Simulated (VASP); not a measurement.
# Re (P6/mmm) in VASP: notebook

Re is run at these levels: revPBE; tasks: single point.

Program: VASP 6.6.1. These are calculated values, not measurements. Logs are shortened: lines on timing, memory, paths and dates and some standing lists are left out, and cuts for length are marked.

### Step 1. The cell of the first run

It takes space group P6/mmm (No. 191, hexagonal). The conventional cell has a = 4.391 Å, b = 4.391 Å, c = 2.752 Å, α = 90.00°, β = 90.00°, γ = 120.00°. Re (site symmetry 6/mmm) has 14 Re at 2.75 to 2.88 Å within 3.6 Å. Within 3.3 Å of Re (site symmetry -6m2) lie 11 Re at 2.54 to 2.88 Å.

### Step 2. Single point, revPBE

File INCAR:

```
ALGO     = Normal         # electronic algorithm
EDIFF    = 1E-7           # SCF threshold, eV
ENCUT    = 520            # plane-wave cutoff, eV
GGA      = RE             # functional
ISIF     = 2              # what is computed and relaxed
ISMEAR   = -1             # smearing method
LASPH    = True           # aspherical terms in the spheres
LCHARG   = False          # write CHGCAR
LREAL    = False          # projectors in reciprocal space
LWAVE    = False          # write WAVECAR
NBANDS   = 18             # bands
NELM     = 80             # most SCF steps
PREC     = Accurate       # precision mode
SIGMA    = 0.1            # smearing width, eV
```

File KPOINTS:

```
k-points
0
Gamma
  8 8 12
```

File POSCAR:

```
Re
1.0
    4.3913591619      0.0000000000      0.0000000000
   -2.1956795809      3.8030285913      0.0000000000
    0.0000000000      0.0000000000      2.7519768987
Re
3
Direct
    0.0000000000      0.0000000000      1.0000000000
    0.3333333333      0.6666666667      0.5000000000
    0.6666666667      0.3333333333      0.5000000000
```

Potentials or basis: VASP PAW PBE potentials, release 64 (Re).

The run is started by

```bash
cat potpaw_PBE.64/Re/POTCAR > POTCAR
mpirun -np 1 vasp_std > vasp.out
```

OUTCAR:

```text
EDIFF = 1E-7
   ENCUT = 520
   GGA = RE
   ISIF = 2
   ISMEAR = -1
   LASPH = True
   LREAL = False
   NELM = 80
   PREC = Accurate

 ion  position               nearest neighbor table
   1  0.000  0.000  0.000-   2 2.88   3 2.88   2 2.88   3 2.88   2 2.88   2 2.88   3 2.88   3 2.88
                             3 2.88   3 2.88   2 2.88   2 2.88
   2  0.333  0.667  0.500-   3 2.54   3 2.54   3 2.54   1 2.88   1 2.88   1 2.88   1 2.88   1 2.88
                             1 2.88
   3  0.667  0.333  0.500-   2 2.54   2 2.54   2 2.54   1 2.88   1 2.88   1 2.88   1 2.88   1 2.88
                             1 2.88

  LATTYP: Found a hexagonal cell.
 ALAT       =     4.3913591619
 C/A-ratio  =     0.6266799861

  Lattice vectors:

 A1 = (   4.3913591619,   0.0000000000,   0.0000000000)
 A2 = (  -2.1956795809,   3.8030285913,   0.0000000000)
 A3 = (   0.0000000000,   0.0000000000,   2.7519768987)

Analysis of symmetry for initial positions (statically):
=====================================================================
 Subroutine PRICEL returns:
 Original cell was already a primitive cell.

 Routine SETGRP: Setting up the symmetry group for a
 hexagonal supercell.

 Subroutine GETGRP returns: Found 24 space group operations
 (whereof 24 operations were pure point group operations)
 out of a pool of 24 trial point group operations.

The static configuration has the point symmetry D_6h.

Analysis of symmetry for dynamics (positions and initial velocities):
=====================================================================
 Subroutine PRICEL returns:
 Original cell was already a primitive cell.

 Routine SETGRP: Setting up the symmetry group for a
 hexagonal supercell.

 Subroutine GETGRP returns: Found 24 space group operations
 (whereof 24 operations were pure point group operations)
 out of a pool of 24 trial point group operations.

The dynamic configuration has the point symmetry D_6h.

 Subroutine INISYM returns: Found 24 space group operations
 (whereof 24 operations are pure point group operations),
 and found     1 'primitive' translations

----------------------------------------------------------------------------------------

                                     Primitive cell

  volume of cell :      45.9593

  direct lattice vectors                    reciprocal lattice vectors
     4.391359162  0.000000000  0.000000000     0.227719930  0.131474163  0.000000000
    -2.195679581  3.803028591  0.000000000     0.000000000  0.262948326  0.000000000
     0.000000000  0.000000000  2.751976899     0.000000000  0.000000000  0.363375143

  length of vectors
     4.391359162  4.391359162  2.751976899     0.262948326  0.262948326  0.363375143

  position of ions in fractional coordinates (direct lattice)
     0.000000000  0.000000000  0.000000000
     0.333333333  0.666666667  0.500000000
     0.666666667  0.333333333  0.500000000

  ion indices of the primitive-cell ions
   primitive index   ion index
                 1           1
                 2           2
                 3           3

----------------------------------------------------------------------------------------

 KPOINTS: k-points

Automatic generation of k-mesh.
 Grid dimensions read from file:
 generate k-points for:    8    8   12

 Generating k-lattice:

  Cartesian coordinates                     Fractional coordinates (reciprocal lattice)
     0.028464991  0.016434270  0.000000000     0.125000000  0.000000000  0.000000000
     0.000000000  0.032868541  0.000000000     0.000000000  0.125000000  0.000000000
     0.000000000  0.000000000  0.030281262     0.000000000  0.000000000  0.083333333

  Length of vectors
     0.032868541  0.032868541  0.030281262

  Shift w.r.t. Gamma in fractional coordinates (k-lattice)
     0.000000000  0.000000000  0.000000000

 Subroutine IBZKPT returns following result:
 ===========================================

 Found     70 irreducible k-points:

 Following reciprocal coordinates:
            Coordinates               Weight
  0.000000  0.000000  0.000000      1.000000
  0.125000 -0.000000  0.000000      6.000000
  0.250000 -0.000000  0.000000      6.000000
  0.375000 -0.000000  0.000000      6.000000
  0.500000 -0.000000  0.000000      3.000000
  0.125000  0.125000  0.000000      6.000000
[... 16 lines left out ...]
  0.250000 -0.000000  0.166667     12.000000
  0.375000 -0.000000  0.166667     12.000000
 [... further k-points ...]
   k-points           NKPTS =     70   k-points in BZ     NKDIM =     70   number of bands    NBANDS=     18
   number of dos      NEDOS =    301   number of ions     NIONS =      3
   total plane-waves  NPLWV =  25920
   dimension x,y,z NGX =    36 NGY =   36 NGZ =   20
   dimension x,y,z NGXF=    72 NGYF=   72 NGZF=   40
   ions per type =               3
   NGX,Y,Z   is equivalent  to a cutoff of  13.63, 13.63, 12.08 a.u.
   NGXF,Y,Z  is equivalent  to a cutoff of  27.26, 27.26, 24.16 a.u.
 SYSTEM =  unknown system
   PREC   = accura    normal or accurate (medium, high low for compatibility)
   ISTART =      0    job   : 0-new  1-cont  2-samecut
   ICHARG =      2    charge: 1-file 2-atom 10-const
   ISPIN  =      1    spin polarized calculation?
   LNONCOLLINEAR =      F non collinear calculations
   LSORBIT =      F    spin-orbit coupling
   LASPH  =      T    aspherical Exc in radial PAW
   ENCUT  =  520.0 eV  38.22 Ry    6.18 a.u.   8.17  8.17  5.12*2*pi/ulx,y,z
   NELM   =     80;   NELMIN=  2; NELMDL= -5     # of ELM steps
   EDIFF  = 0.1E-06   stopping-criterion for ELM
   LREAL  =      F    real-space projection
   EDIFFG = 0.1E-05   stopping-criterion for IOM
   NSW    =      0    number of steps for IOM
   IBRION =     -1    ionic relax: 0-MD 1-quasi-New 2-CG
   NFREE  =      0    steps in history (QN), initial steepest desc. (CG)
   ISIF   =      2    stress and relaxation
   ISYM   =      2    0-nonsym 1-usesym 2-fastsym
   POTIM  = 0.5000    time-step for ionic-motion
   TEBEG  =    0.0;   TEEND  =   0.0 temperature during run
   PSTRESS=    0.0 pullay stress
   NELECT =      21.0000    total number of electrons
   NUPDOWN=      -1.0000    fix difference up-down
   EMIN   =  10.00;   EMAX   =-10.00  energy-range for DOS
   EFERMI =   0.00;   METHOD = LEGACY
   ISMEAR =    -1;   SIGMA  =   0.10  broadening in eV -4-tet -1-fermi 0-gaus
   EFERMI_NEDOS =   21; number of points for ismear=-14 and -15
   IALGO  =     38    algorithm
   IMIX   =      4    mixing-type and parameters
     AMIX     =   0.40;   BMIX     =  1.00
     AMIX_MAG =   1.60;   BMIX_MAG =  1.00
  volume/ion in A,a.u.               =      15.32       103.38
  Fermi-wavevector in a.u.,A,eV,Ry     =   1.260928  2.382808 21.632425  1.589938
  Thomas-Fermi vector in A             =   2.394412
   LORBIT       =      0    0 simple, 1 ext, 2 COOP (PROOUT), +10 PAW based schemes
   GGA     = RE    functional components
   LHFCALC =     F    Hartree Fock is set to
   AEXX    =    0.0000 exact exchange contribution
   IVDW    =     0    specifies the selected vdW correction
   LEPSILON=     F    determine dielectric tensor
   LRPA    =     F    only Hartree local field effects (RPA)
 non-spin polarized calculation
  energy-cutoff  :      520.00
  volume of cell :       45.96
 maximum number of plane-waves:      1258
 NGX is ok and might be reduce to    36
   NGX = 17   NGY = 17   NGZ = 11

 number of electron      21.0000003 magnetization

 Free energy of the ion-electron system (eV)
  ---------------------------------------------------
  ext. energy  EPLUGINS =         0.00000000
  ---------------------------------------------------
  free energy    TOTEN  =       -35.35274973 eV

  energy without entropy =      -35.27625034  energy(sigma->0) =      -35.31450003

 E-fermi :   7.5173     XC(G=0): -13.4675

 val. band max:        7.5070515662   @ k =   0.5000  -0.0000   0.2500
 cond. band min:       7.5173426925   @ k =   0.2500  -0.0000   0.2500
 fundamental gap:      0.0102911262
 Fermi energy:         7.5172832366

 k-point     1 :       0.0000    0.0000    0.0000
  band No.  band energies     occupation
      1      -2.1124      2.00000
      2       1.8567      2.00000
      3       4.4702      2.00000
      4       4.7438      2.00000
      5       4.7438      2.00000
      6       4.7666      2.00000
[... 10 lines left out ...]
     17      15.5871      0.00000
     18      17.1571      0.00000

 k-point     2 :       0.1250   -0.0000    0.0000
  band No.  band energies     occupation
      1      -1.8617      2.00000
      2       1.9332      2.00000
      3       3.5650      2.00000
      4       4.2126      2.00000
      5       4.2195      2.00000
      6       5.2675      2.00000
[... 10 lines left out ...]
     17      15.5412      0.00000
     18      16.2376      0.00000

 k-point     3 :       0.2500   -0.0000    0.0000
  band No.  band energies     occupation
      1      -1.1524      2.00000
      2       1.9101      2.00000
      3       2.7026      2.00000
      4       3.5493      2.00000
      5       3.9753      2.00000
      6       5.1688      2.00000
[... 10 lines left out ...]
     17      13.7194      0.00000
     18      14.3265      0.00000

 k-point     4 :       0.3750   -0.0000    0.0000
  band No.  band energies     occupation
      1      -0.1182      2.00000
      2       1.3869      2.00000
      3       2.1542      2.00000
      4       3.4672      2.00000
      5       3.9827      2.00000
      6       4.6976      2.00000
[... 10 lines left out ...]
     17      11.8421      0.00000
     18      12.6864      0.00000

 k-point     5 :       0.5000   -0.0000    0.0000
  band No.  band energies     occupation
      1       0.8170      2.00000
      2       1.1865      2.00000
      3       1.3065      2.00000
      4       4.0038      2.00000
      5       4.0597      2.00000
      6       4.0847      2.00000
[... 10 lines left out ...]
     17      10.6707      0.00000
     18      11.8781      0.00000

 k-point     6 :       0.1250    0.1250    0.0000
  band No.  band energies     occupation
      1      -1.3833      2.00000
      2       1.9868      2.00000
      3       2.9497      2.00000
      4       3.2820      2.00000
      5       4.4659      2.00000
      6       5.2720      2.00000
[... 10 lines left out ...]
     17      14.3391      0.00000
     18      14.6520      0.00000

 k-point     7 :       0.2500    0.1250    0.0000
  band No.  band energies     occupation
      1      -0.5269      2.00000
      2       1.6318      2.00000
      3       2.2678      2.00000
      4       3.2556      2.00000
      5       4.2635      2.00000
      6       5.1154      2.00000
[... 10 lines left out ...]
     17      12.5101      0.00000
     18      13.1056      0.00000

 k-point     8 :       0.3750    0.1250    0.0000
  band No.  band energies     occupation
      1       0.4691      2.00000
      2       1.1980      2.00000
      3       1.6099      2.00000
      4       3.7638      2.00000
      5       4.1300      2.00000
      6       4.5391      2.00000
[... 10 lines left out ...]
     17      10.8998      0.00000
     18      11.9592      0.00000
[... 229 lines left out ...]
     17      11.2393      0.00000
     18      12.1545      0.00000

 k-point    20 :       0.3750    0.2500    0.0833
  band No.  band energies     occupation
      1       0.8305      2.00000
      2       1.4045      2.00000
      3       1.5517      2.00000
      4       4.2006      2.00000
      5       4.2498      2.00000
      6       4.8292      2.00000
[... 10 lines left out ...]
     17      11.0354      0.00000
     18      11.5996      0.00000

 k-point    21 :       0.0000    0.0000    0.1667
  band No.  band energies     occupation
      1      -1.3177      2.00000
      2       2.7252      2.00000
      3       3.8388      2.00000
      4       3.8388      2.00000
      5       4.1386      2.00000
      6       4.1386      2.00000
[... 10 lines left out ...]
     17      14.9190      0.00000
     18      17.2603      0.00000

 k-point    22 :       0.1250   -0.0000    0.1667
  band No.  band energies     occupation
      1      -1.0860      2.00000
      2       2.8287      2.00000
      3       3.3727      2.00000
      4       3.6722      2.00000
      5       4.0375      2.00000
      6       4.4618      2.00000
[... 10 lines left out ...]
     17      15.3514      0.00000
     18      16.3512      0.00000

 k-point    23 :       0.2500   -0.0000    0.1667
  band No.  band energies     occupation
      1      -0.4283      2.00000
      2       2.5551      2.00000
      3       3.2179      2.00000
      4       3.5389      2.00000
      5       3.6180      2.00000
      6       4.8468      2.00000
[... 10 lines left out ...]
     17      14.0622      0.00000
     18      15.2086      0.00000

 k-point    24 :       0.3750   -0.0000    0.1667
  band No.  band energies     occupation
      1       0.5407      2.00000
      2       1.9722      2.00000
      3       2.7299      2.00000
      4       3.7374      2.00000
      5       3.7536      2.00000
      6       5.0093      2.00000
[... 10 lines left out ...]
     17      12.3392      0.00000
     18      13.7920      0.00000

 [... further k-points ...]

------------------------ aborting loop because EDIFF is reached ----------------------------------------

  FORCE on cell =-STRESS in cart. coord.  units (eV):
  Direction    XX          YY          ZZ          XY          YZ          ZX
  --------------------------------------------------------------------------------------
  -------------------------------------------------------------------------------------
  Total       -0.3270693     -0.3270693     -0.1083556     -0.0000000      0.0000000      0.0000000
  in kB      -11.4018941    -11.4018941     -3.7773604     -0.0000000      0.0000000      0.0000000
  external PRESSURE =      -8.8603829 kB  Pullay stress =       0.0000000 kB

 VOLUME and BASIS-vectors are now :
 -----------------------------------------------------------------------------
  energy-cutoff  :      520.00
  volume of cell :       45.96
      direct lattice vectors                 reciprocal lattice vectors
     4.391359162  0.000000000  0.000000000     0.227719930  0.131474163  0.000000000
    -2.195679581  3.803028591  0.000000000     0.000000000  0.262948326  0.000000000
     0.000000000  0.000000000  2.751976899     0.000000000  0.000000000  0.363375143

 POSITION                                       TOTAL-FORCE (eV/Angst)
 -----------------------------------------------------------------------------------
      0.00000      0.00000      0.00000         0.000000      0.000000     -0.000000
     -0.00000      2.53535      1.37599        -0.000000     -0.000000      0.000000
      2.19568      1.26768      1.37599         0.000000      0.000000     -0.000000
 -----------------------------------------------------------------------------------
    total drift:                                0.000000      0.000000     -0.000000

  FREE ENERGIE OF THE ION-ELECTRON SYSTEM (eV)
  ---------------------------------------------------
  free  energy   TOTEN  =       -35.3527497319 eV

  energy  without entropy=      -35.2762503379  energy(sigma->0) =      -35.31450003
```

Run time: 29 s. Hardware: 1 thread of Intel Xeon 6975P-C (Granite Rapids), shared host; peak memory 0.19 GiB.

What came out:

- Free energy: -35.3527 eV
- Pressure: -0.9 GPa

Stress tensor (GPa, compression positive):
```
-1.14  0.00  0.00
 0.00 -1.14  0.00
 0.00  0.00 -0.38
```

Caveat: the PAW data sets were made with another functional, which shifts forces and pressure a little; spin-orbit coupling is left out, which moves the levels of the heavy elements.

### Step 3. Single point, revPBE (volume scaled by 0.88)

File INCAR:

```
SYSTEM = Re
ALGO = Normal
EDIFF = 1E-6
ENCUT = 520
GGA = RE
ISIF = 2
ISMEAR = -1
LASPH = .TRUE.
LCHARG = .FALSE.
LREAL = .FALSE.
LWAVE = .FALSE.
NBANDS = 18
NELM = 60
PREC = Accurate
SIGMA = 0.1
```

File KPOINTS:

```
k-points
0
G
  9 9 13
  0 0 0
```

File POSCAR:

```
Re
1.0
    4.2081690975      0.0000000000      0.0000000000
   -2.1040845488      3.6443813419      0.0000000000
    0.0000000000      0.0000000000      2.6371753517
Re
3
Direct
    0.0000000000      0.0000000000      1.0000000000
    0.3333333333      0.6666666667      0.5000000000
    0.6666666667      0.3333333333      0.5000000000
```

Potentials or basis: VASP PAW PBE potentials, release 64 (Re).

The run is started by

```bash
cat potpaw_PBE.64/Re/POTCAR > POTCAR
mpirun -np 1 vasp_std > vasp.out
```

It took 22 s on 1 thread of Intel Xeon 6975P-C (Granite Rapids), shared host; peak memory 0.18 GiB.

Results (log left out):

- Free energy: -34.4902 eV
- Pressure: 57.4 GPa

Stress tensor (GPa, compression positive):
```
59.54  0.00  0.00
 0.00 59.54  0.00
 0.00  0.00 53.12
```

Levels at points of the mesh, in eV from the Fermi level:
```tsv
k point	band 6	band 7	band 8	band 9	band 10	band 11	band 12	band 13	band 14	band 15
(0.00, 0.00, 0.00)	-3.15	-3.15	-2.19	-0.97	-0.97	-0.04	-0.04	0.03	0.03	5.06
```

Caveat: the PAW data sets were made with another functional, which shifts forces and pressure a little; spin-orbit coupling is left out, which moves the levels of the heavy elements.

### Step 4. Single point, revPBE (volume scaled by 0.92)

File INCAR:

```
SYSTEM = Re
  ALGO = Normal
  EDIFF = 1E-7
  ENCUT = 520
  GGA = RE
  ISIF = 2
  ISMEAR = -1
  LASPH = .True.
  LCHARG = .False.
  LREAL = .False.
  LWAVE = .False.
  NBANDS = 18
  NELM = 60
  PREC = Accurate
  SIGMA = 0.1
```

File KPOINTS:

```
k-points
0
Gamma
  9 9 13
  0 0 0
```

File POSCAR:

```
Re
1.0
    4.2709868528      0.0000000000      0.0000000000
   -2.1354934264      3.6987831137      0.0000000000
    0.0000000000      0.0000000000      2.6765419817
Re
3
Direct
    0.0000000000      0.0000000000      1.0000000000
    0.3333333333      0.6666666667      0.5000000000
    0.6666666667      0.3333333333      0.5000000000
```

The run is started by

```bash
cat potpaw_PBE.64/Re/POTCAR > POTCAR
mpirun -np 1 vasp_std > vasp.out
```

Wall time 26 s (1 thread of Intel Xeon 6975P-C (Granite Rapids), shared host); peak memory 0.18 GiB.

It converged, with:

```
Free energy : -35.0085 eV
Pressure    : 33.6 GPa
```

Stress tensor (GPa, compression positive):
```
34.89  0.00  0.00
 0.00 34.89  0.00
 0.00  0.00 30.95
```

Levels at points of the mesh, in eV from the Fermi level:
```
           k point  band 8  band 9  band 10  band 11  band 12  band 13
(0.00, 0.00, 0.00)   -2.06   -0.89    -0.89     0.00     0.00     0.06
```

Caveat: the PAW data sets were made with another functional, which shifts forces and pressure a little; spin-orbit coupling is left out, which moves the levels of the heavy elements.

### Step 5. Overview

```tsv
cell	k mesh	gap on the mesh (eV)	pressure (GPa)
a = 4.391, b = 4.391, c = 2.752 Å, angles 90.0, 90.0, 120.0°, 3 atoms	8 × 8 × 12	none	-0.9
a = 4.208, b = 4.208, c = 2.637 Å, angles 90.0, 90.0, 120.0°, 3 atoms	9 × 9 × 13	none	57.4
a = 4.271, b = 4.271, c = 2.677 Å, angles 90.0, 90.0, 120.0°, 3 atoms	9 × 9 × 13	none	33.6
```

Alike in all rows: task single point; level revPBE; potentials or basis VASP PAW PBE potentials, release 64 (Re); no spin polarisation; cutoff (eV) 520; smearing fermi-dirac 0.1 eV.

Caveats: the PAW data sets were made with another functional, which shifts forces and pressure a little; spin-orbit coupling is left out, which moves the levels of the heavy elements.

Total energies depend on the potentials used, so only differences within one code and one set of settings carry meaning.
